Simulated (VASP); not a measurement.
# Y (P6_3/mmc) in VASP: a series of runs

Runs on Y. Level: PBEsol. Tasks: single point.

Program: VASP 6.6.1. These are calculated values, not measurements. Logs are shortened: lines on timing, memory, paths and dates and some standing lists are left out, and cuts for length are marked.

## Step 1: The cell of the first run

It takes space group P6_3/mmc (No. 194, hexagonal). Conventional cell: a = 3.594 Å, b = 3.594 Å, c = 5.607 Å, α = 90.00°, β = 90.00°, γ = 120.00°. Y (site symmetry -6m2) has 12 Y at 3.49 to 3.59 Å within 4.6 Å.

## Step 2: Single point, PBEsol

INCAR reads:

```
SYSTEM = Y
PREC     = Accurate       ! precision mode
ENCUT    = 520            ! plane-wave cutoff, eV
EDIFF    = 1E-6           ! SCF threshold, eV
ISMEAR   = -1             ! smearing method
SIGMA    = 0.1            ! smearing width, eV
LREAL    = .False.        ! projectors in reciprocal space
LASPH    = .True.         ! aspherical terms in the spheres
NELM     = 100            ! most SCF steps
ALGO     = Normal         ! electronic algorithm
ISIF     = 2              ! what is computed and relaxed
LWAVE    = .False.        ! write WAVECAR
LCHARG   = .True.         ! write CHGCAR
GGA      = PS             ! functional
LELF     = .True.         ! ELF
LVHAR    = .True.       
NBANDS   = 18             ! bands
```

KPOINTS reads:

```
Automatic mesh
0
Gamma
  10 10 6
  0 0 0
```

POSCAR reads:

```
Y
1.0
    3.5944935492      0.0000000000      0.0000000000
   -1.7972467746      3.1129227274      0.0000000000
    0.0000000000      0.0000000000      5.6066676414
Y
2
Direct
    0.3333333333      0.6666666667      0.2500000000
    0.6666666667      0.3333333333      0.7500000000
```

Potentials or basis: VASP PAW PBE potentials, release 64 (Y_sv).

On the command line:

```sh
cat potpaw_PBE.64/Y_sv/POTCAR > POTCAR
mpirun -np 1 vasp_std > vasp.out
```

OUTCAR:

```text
SYSTEM = Y
   PREC = Accurate
   ENCUT = 520
   EDIFF = 1E-6
   ISMEAR = -1
   LREAL = .False.
   LASPH = .True.
   NELM = 100
   ISIF = 2
   GGA = PS

 ion  position               nearest neighbor table
   1  0.333  0.667  0.250-   2 3.49   2 3.49   2 3.49   2 3.49   2 3.49   2 3.49
   2  0.667  0.333  0.750-   1 3.49   1 3.49   1 3.49   1 3.49   1 3.49   1 3.49

  LATTYP: Found a hexagonal cell.
 ALAT       =     3.5944935492
 C/A-ratio  =     1.5597934910

  Lattice vectors:

 A1 = (   3.5944935492,   0.0000000000,   0.0000000000)
 A2 = (  -1.7972467746,   3.1129227274,   0.0000000000)
 A3 = (   0.0000000000,   0.0000000000,   5.6066676414)

Analysis of symmetry for initial positions (statically):
=====================================================================
 Subroutine PRICEL returns:
 Original cell was already a primitive cell.

 Routine SETGRP: Setting up the symmetry group for a
 hexagonal supercell.

 Subroutine GETGRP returns: Found 24 space group operations
 (whereof 12 operations were pure point group operations)
 out of a pool of 24 trial point group operations.

The static configuration has the point symmetry D_3d.
 The point group associated with its full space group is D_6h.

Analysis of symmetry for dynamics (positions and initial velocities):
=====================================================================
 Subroutine PRICEL returns:
 Original cell was already a primitive cell.

 Routine SETGRP: Setting up the symmetry group for a
 hexagonal supercell.

 Subroutine GETGRP returns: Found 24 space group operations
 (whereof 12 operations were pure point group operations)
 out of a pool of 24 trial point group operations.

The dynamic configuration has the point symmetry D_3d.
 The point group associated with its full space group is D_6h.

 Subroutine INISYM returns: Found 24 space group operations
 (whereof 12 operations are pure point group operations),
 and found     1 'primitive' translations

----------------------------------------------------------------------------------------

                                     Primitive cell

  volume of cell :      62.7351

  direct lattice vectors                    reciprocal lattice vectors
     3.594493549  0.000000000  0.000000000     0.278203309  0.160620755  0.000000000
    -1.797246775  3.112922727  0.000000000     0.000000000  0.321241511  0.000000000
     0.000000000  0.000000000  5.606667641     0.000000000  0.000000000  0.178359065

  length of vectors
     3.594493549  3.594493549  5.606667641     0.321241511  0.321241511  0.178359065

  position of ions in fractional coordinates (direct lattice)
     0.333333333  0.666666667  0.250000000
     0.666666667  0.333333333  0.750000000

  ion indices of the primitive-cell ions
   primitive index   ion index
                 1           1
                 2           2

----------------------------------------------------------------------------------------

 KPOINTS: Automatic mesh

Automatic generation of k-mesh.
 Grid dimensions read from file:
 generate k-points for:   10   10    6

 Generating k-lattice:

  Cartesian coordinates                     Fractional coordinates (reciprocal lattice)
     0.027820331  0.016062076  0.000000000     0.100000000  0.000000000  0.000000000
     0.000000000  0.032124151  0.000000000     0.000000000  0.100000000  0.000000000
     0.000000000  0.000000000  0.029726511     0.000000000  0.000000000  0.166666667

  Length of vectors
     0.032124151  0.032124151  0.029726511

  Shift w.r.t. Gamma in fractional coordinates (k-lattice)
     0.000000000  0.000000000  0.000000000

 Subroutine IBZKPT returns following result:
 ===========================================

 Found     56 irreducible k-points:

 Following reciprocal coordinates:
            Coordinates               Weight
  0.000000  0.000000  0.000000      1.000000
  0.100000  0.000000  0.000000      6.000000
  0.200000  0.000000  0.000000      6.000000
  0.300000  0.000000  0.000000      6.000000
  0.400000  0.000000  0.000000      6.000000
  0.500000  0.000000  0.000000      3.000000
[... 16 lines left out ...]
  0.300000  0.100000  0.166667     24.000000
  0.400000  0.100000  0.166667     24.000000
 [... further k-points ...]
   k-points           NKPTS =     56   k-points in BZ     NKDIM =     56   number of bands    NBANDS=     18
   number of dos      NEDOS =    301   number of ions     NIONS =      2
   total plane-waves  NPLWV =  32928
   dimension x,y,z NGX =    28 NGY =   28 NGZ =   42
   dimension x,y,z NGXF=    56 NGYF=   56 NGZF=   84
   ions per type =               2
   NGX,Y,Z   is equivalent  to a cutoff of  12.95, 12.95, 12.45 a.u.
   NGXF,Y,Z  is equivalent  to a cutoff of  25.90, 25.90, 24.91 a.u.
 SYSTEM =  Y
   PREC   = accura    normal or accurate (medium, high low for compatibility)
   ISTART =      0    job   : 0-new  1-cont  2-samecut
   ICHARG =      2    charge: 1-file 2-atom 10-const
   ISPIN  =      1    spin polarized calculation?
   LNONCOLLINEAR =      F non collinear calculations
   LSORBIT =      F    spin-orbit coupling
   LASPH  =      T    aspherical Exc in radial PAW
   ENCUT  =  520.0 eV  38.22 Ry    6.18 a.u.   6.68  6.68 10.42*2*pi/ulx,y,z
   NELM   =    100;   NELMIN=  2; NELMDL= -5     # of ELM steps
   EDIFF  = 0.1E-05   stopping-criterion for ELM
   LREAL  =      F    real-space projection
   EDIFFG = 0.1E-04   stopping-criterion for IOM
   NSW    =      0    number of steps for IOM
   IBRION =     -1    ionic relax: 0-MD 1-quasi-New 2-CG
   NFREE  =      0    steps in history (QN), initial steepest desc. (CG)
   ISIF   =      2    stress and relaxation
   ISYM   =      2    0-nonsym 1-usesym 2-fastsym
   POTIM  = 0.5000    time-step for ionic-motion
   TEBEG  =    0.0;   TEEND  =   0.0 temperature during run
   PSTRESS=    0.0 pullay stress
   NELECT =      22.0000    total number of electrons
   NUPDOWN=      -1.0000    fix difference up-down
   EMIN   =  10.00;   EMAX   =-10.00  energy-range for DOS
   EFERMI =   0.00;   METHOD = LEGACY
   ISMEAR =    -1;   SIGMA  =   0.10  broadening in eV -4-tet -1-fermi 0-gaus
   EFERMI_NEDOS =   21; number of points for ismear=-14 and -15
   IALGO  =     38    algorithm
   IMIX   =      4    mixing-type and parameters
     AMIX     =   0.40;   BMIX     =  1.00
     AMIX_MAG =   1.60;   BMIX_MAG =  1.00
  volume/ion in A,a.u.               =      31.37       211.68
  Fermi-wavevector in a.u.,A,eV,Ry     =   1.154460  2.181612 18.133534  1.332777
  Thomas-Fermi vector in A             =   2.291096
   LORBIT       =      0    0 simple, 1 ext, 2 COOP (PROOUT), +10 PAW based schemes
   GGA     = PS    functional components
   LHFCALC =     F    Hartree Fock is set to
   AEXX    =    0.0000 exact exchange contribution
   IVDW    =     0    specifies the selected vdW correction
   LEPSILON=     F    determine dielectric tensor
   LRPA    =     F    only Hartree local field effects (RPA)
 non-spin polarized calculation
  energy-cutoff  :      520.00
  volume of cell :       62.74
 maximum number of plane-waves:      1725
 NGX is ok and might be reduce to    28
   NGX = 13   NGY = 13   NGZ = 21

 number of electron      22.0000002 magnetization

 Free energy of the ion-electron system (eV)
  ---------------------------------------------------
  ext. energy  EPLUGINS =         0.00000000
  ---------------------------------------------------
  free energy    TOTEN  =       -13.70069941 eV

  energy without entropy =      -13.58537598  energy(sigma->0) =      -13.64303770

 E-fermi :   3.1068     XC(G=0):  -9.7145

 val. band max:        3.0977934136   @ k =   0.4000   0.2000   0.3333
 cond. band min:       3.1362102483   @ k =   0.4000   0.0000   0.0000
 fundamental gap:      0.0384168347
 Fermi energy:         3.1067625928

 k-point     1 :       0.0000    0.0000    0.0000
  band No.  band energies     occupation
      1     -39.3741      2.00000
      2     -39.2816      2.00000
      3     -19.7403      2.00000
      4     -19.1768      2.00000
      5     -19.1768      2.00000
      6     -19.0696      2.00000
[... 10 lines left out ...]
     17       5.9520      0.00000
     18       5.9520      0.00000

 k-point     2 :       0.1000    0.0000    0.0000
  band No.  band energies     occupation
      1     -39.3681      2.00000
      2     -39.2796      2.00000
      3     -19.7196      2.00000
      4     -19.2183      2.00000
      5     -19.1911      2.00000
      6     -19.1133      2.00000
[... 10 lines left out ...]
     17       5.7290      0.00000
     18       5.7460      0.00000

 k-point     3 :       0.2000    0.0000    0.0000
  band No.  band energies     occupation
      1     -39.3518      2.00000
      2     -39.2748      2.00000
      3     -19.6612      2.00000
      4     -19.3274      2.00000
      5     -19.2268      2.00000
      6     -19.2237      2.00000
[... 10 lines left out ...]
     17       6.1330      0.00000
     18       6.2912      0.00000

 k-point     4 :       0.3000    0.0000    0.0000
  band No.  band energies     occupation
      1     -39.3301      2.00000
      2     -39.2704      2.00000
      3     -19.5771      2.00000
      4     -19.4629      2.00000
      5     -19.3528      2.00000
      6     -19.2685      2.00000
[... 375 lines left out ...]
      4     -19.3768      2.00000
      5     -19.3405      2.00000
      6     -19.2423      2.00000
[... 10 lines left out ...]
     17       6.5579      0.00000
     18       7.0128      0.00000

 k-point    23 :       0.3000    0.1000    0.1667
  band No.  band energies     occupation
      1     -39.3134      2.00000
      2     -39.2724      2.00000
      3     -19.5887      2.00000
      4     -19.4734      2.00000
      5     -19.3962      2.00000
      6     -19.2916      2.00000
[... 10 lines left out ...]
     17       7.5301      0.00000
     18       7.7523      0.00000

 k-point    24 :       0.4000    0.1000    0.1667
  band No.  band energies     occupation
      1     -39.2987      2.00000
      2     -39.2724      2.00000
      3     -19.6282      2.00000
      4     -19.5168      2.00000
      5     -19.3910      2.00000
      6     -19.3099      2.00000
[... 10 lines left out ...]
     17       8.1171      0.00000
     18       8.3777      0.00000

 [... further k-points ...]
[... 5 lines left out ...]
  --------------------------------------------------------------------------------------
  -------------------------------------------------------------------------------------
  Total       -0.0456482     -0.0456482     -0.0559787      0.0000000     -0.0000000      0.0000000
  in kB       -1.1657975     -1.1657975     -1.4296258      0.0000000     -0.0000000      0.0000000
  external PRESSURE =      -1.2537402 kB  Pullay stress =       0.0000000 kB

 VOLUME and BASIS-vectors are now :
 -----------------------------------------------------------------------------
  energy-cutoff  :      520.00
  volume of cell :       62.74
      direct lattice vectors                 reciprocal lattice vectors
     3.594493549  0.000000000  0.000000000     0.278203309  0.160620755  0.000000000
    -1.797246775  3.112922727  0.000000000     0.000000000  0.321241511  0.000000000
     0.000000000  0.000000000  5.606667641     0.000000000  0.000000000  0.178359065

 POSITION                                       TOTAL-FORCE (eV/Angst)
 -----------------------------------------------------------------------------------
     -0.00000      2.07528      1.40167        -0.000000      0.000000      0.000000
      1.79725      1.03764      4.20500         0.000000      0.000000      0.000000
 -----------------------------------------------------------------------------------
    total drift:                               -0.000000      0.000000     -0.000000

  FREE ENERGIE OF THE ION-ELECTRON SYSTEM (eV)
  ---------------------------------------------------
  free  energy   TOTEN  =       -13.7006994139 eV

  energy  without entropy=      -13.5853759808  energy(sigma->0) =      -13.64303770
```

Wall time 1.7 min (1 thread of Intel Xeon Platinum 8375C at 2.90GHz (Ice Lake), shared host); peak memory 0.22 GiB.

Results:

```yaml
Free_energy: -13.7007 eV
Pressure: -0.1 GPa
Band_gap_on_the_k_mesh: zero (band 11 reaches 4.19 eV, above the bottom of band 12 at 2.63 eV)
```

Levels at points of the mesh, in eV from the Fermi level:
| k point | band 7 | band 8 | band 9 | band 10 | band 11 | band 12 | band 13 | band 14 | band 15 | band 16 |
| --- | --- | --- | --- | --- | --- | --- | --- | --- | --- | --- |
| (0.00, 0.00, 0.00) | -22.18 | -22.14 | -4.77 | -1.93 | 1.09 | 1.77 | 1.77 | 2.14 | 2.43 | 2.43 |
| (0.50, 0.00, 0.00) | -22.32 | -22.24 | -1.71 | -1.27 | -0.88 | -0.04 | 1.46 | 1.49 | 2.18 | 5.24 |
| (0.00, 0.00, 0.50) | -22.23 | -22.23 | -3.26 | -3.26 | 0.99 | 0.99 | 1.68 | 1.68 | 1.68 | 1.68 |
| (0.50, 0.00, 0.50) | -22.31 | -22.31 | -1.73 | -1.73 | 0.07 | 0.07 | 1.51 | 1.51 | 2.85 | 2.85 |

Caveat: the PAW data sets were made with another functional, which shifts forces and pressure a little.

[end of part 1 of 2]
